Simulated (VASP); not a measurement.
Input of a VASP 6.6.1 run:

INCAR

```
PREC = Accurate
ENCUT = 520
EDIFF = 1E-6
ISMEAR = 0
SIGMA = 0.02
LREAL = Auto
LASPH = T
NELM = 80
ALGO = Normal
ISIF = 2
LWAVE = F
LCHARG = F
GGA = PE
IVDW = 12
NBANDS = 234
```

Contents of KPOINTS:

```
regular mesh
0
Gamma
  1 1 1
```

Contents of POSCAR:

```
Si23BHO48
1.0
    9.8316000000      0.0000000000      0.0000000000
   -4.9158000000      8.5144150000      0.0000000000
    0.0000000000      0.0000000000     10.8182000000
Si O B H
23 48 1 1
Direct
    0.2696880000      0.0042536000      0.1659530000
    0.0008685700      0.2683290000      0.3334340000
    0.2300140000      0.2360220000      0.0011123000
    0.2665710000      0.0039666000      0.6682490000
    0.9877070000      0.2651610000      0.8363930000
    0.2373780000      0.2479670000      0.5046470000
    0.2689130000      0.5034970000      0.1694290000
    0.0071740000      0.7615250000      0.3346140000
    0.2378880000      0.7376010000      0.9995222100
    0.9995975200      0.7632920000      0.8347720000
    0.2444950000      0.7356140000      0.5016440000
    0.7704580000      0.9995776200      0.1677880000
    0.5005500000      0.2709950000      0.3363130000
    0.7196970000      0.2254150000      0.0067535000
    0.7669430000      0.9974284000      0.6662580000
    0.4957890000      0.2648950000      0.8388830000
    0.7315520000      0.2292750000      0.4997570000
    0.7671770000      0.5003520000      0.1687290000
    0.5082110000      0.7657540000      0.3369440000
    0.7284970000      0.7290430000      0.9967325000
    0.7678590000      0.4933310000      0.6719780000
    0.4934370000      0.7554030000      0.8256840000
    0.7401200000      0.7312110000      0.5028160000
    0.0701790000      0.2104350000      0.4453740000
    0.2949550000      0.3664780000      0.1108140000
    0.1376360000      0.4348590000      0.2787260000
    0.1999740000      0.0709020000      0.0599790000
    0.3661290000      0.3022770000      0.3932910000
    0.4320150000      0.1437110000      0.2242100000
    0.0667330000      0.2120310000      0.9439510000
    0.3031200000      0.3853300000      0.6093620000
    0.1133590000      0.4405420000      0.7851950000
    0.2097810000      0.0849780000      0.5653650000
    0.3582330000      0.2953090000      0.8896740000
    0.4313560000      0.1336490000      0.7299220000
    0.0766350000      0.6958990000      0.4416340000
    0.3064960000      0.8756300000      0.1036260000
    0.1430170000      0.9271020000      0.2781130000
    0.2082500000      0.5754350000      0.0619490000
    0.3765200000      0.8018230000      0.3929280000
    0.4356450000      0.6372690000      0.2260910000
    0.0702950000      0.7095930000      0.9482220000
    0.2950410000      0.8698080000      0.6071030000
    0.1315540000      0.9273490000      0.7745430000
    0.2301330000      0.5767600000      0.5604110000
    0.3586520000      0.7864940000      0.8835290000
    0.4284710000      0.6274950000      0.7150340000
    0.5668770000      0.2051100000      0.4454450000
    0.7918800000      0.3613760000      0.1121420000
    0.6403730000      0.4358000000      0.2813830000
    0.6938720000      0.0630420000      0.0659360000
    0.8601750000      0.2920420000      0.3883960000
    0.9366550000      0.1391850000      0.2215540000
    0.5542740000      0.2009080000      0.9545440000
    0.7949510000      0.3574220000      0.6120670000
    0.6387770000      0.4269040000      0.7826280000
    0.7040680000      0.0640960000      0.5552660000
    0.8398320000      0.2764280000      0.8908620000
    0.9289380000      0.1359870000      0.7256000000
    0.5736550000      0.6988570000      0.4456840000
    0.7960380000      0.8655170000      0.1023840000
    0.6501690000      0.9288590000      0.2836800000
    0.7033430000      0.5680830000      0.0595770000
    0.8714800000      0.7895060000      0.3941120000
    0.9352230000      0.6347670000      0.2225520000
    0.5626060000      0.6962730000      0.9382370000
    0.8024270000      0.8653980000      0.6094200000
    0.6328180000      0.9222560000      0.7728480000
    0.7110210000      0.5682130000      0.5642060000
    0.8565170000      0.7850870000      0.8848320000
    0.9375310000      0.6233760000      0.7302810000
    0.3154190000      0.5288810000      0.6326340000
    0.0607982500      0.5014619300      0.7524317500
```

Potentials or basis: VASP PAW PBE potentials, release 64 (Si, O, B, H).

Launch:

```console
$ cat potpaw_PBE.64/Si/POTCAR potpaw_PBE.64/O/POTCAR potpaw_PBE.64/B/POTCAR potpaw_PBE.64/H/POTCAR > POTCAR
$ mpirun -np 1 vasp_gam > vasp.out
```

Q: What does it give for the pressure?

A: 0.0 GPa.

Q: Estimate the dispersion energy per atom.

A: -0.139 eV.

Q: Estimate the band gap on the k mesh.

A: 5.74 eV.

Q: What does it give for the largest force?

A: 1.959 eV/Å.

Stress tensor (GPa, compression positive):
```
-0.15  0.42 -0.47
 0.42 -0.05 -0.21
-0.47 -0.21  0.31
```

Caveat: the k points lie up to 0.74 Å⁻¹ apart.
